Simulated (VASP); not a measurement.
**KCl: single point with LDA**

The system is KCl.

```
K Cl
1.0
     0.00000    3.14485    3.14485
     3.14485    0.00000    3.14485
     3.14485    3.14485    0.00000
K Cl
1 1
Direct
  0.00000 0.00000 0.00000
  0.50000 0.50000 0.50000
```

| Quantity | Value |
| --- | --- |
| Program | VASP 6.6.1 |
| Task | single point |
| Functional | LDA |
| Potentials or basis | VASP PAW LDA potentials, release 64 (K_sv, Cl) |
| Cutoff | 520 eV |
| k mesh | 4 × 4 × 4 |
| Occupations | gaussian, width 0.01 eV |
| Spin | no spin polarisation |
| Dipole correction | no |
| Further INCAR settings | ALGO = Normal; EDIFF = 1e-06; NBANDS = 15 |

The pressure is -1.9 GPa and the band gap on the k mesh is 4.75 eV, direct.

Levels at points of the mesh, in eV from the valence-band top:
```csv
k point,band 6,band 7,band 8,band 9,band 10,band 11
"(0.00, 0.00, 0.00)",0.00,0.00,0.00,4.75,8.09,8.09
"(0.50, 0.00, 0.00)",-1.13,-0.35,-0.35,7.19,8.26,10.28
"(0.50, 0.50, 0.00)",-0.70,-0.24,-0.24,6.17,7.98,9.66
```

Run time: 8.4 s on 1 thread of AMD EPYC 7R13 Processor (Zen 3), with other jobs on the host, peak memory 0.14 GiB.

Caveat: the k points lie up to 0.43 Å⁻¹ apart.
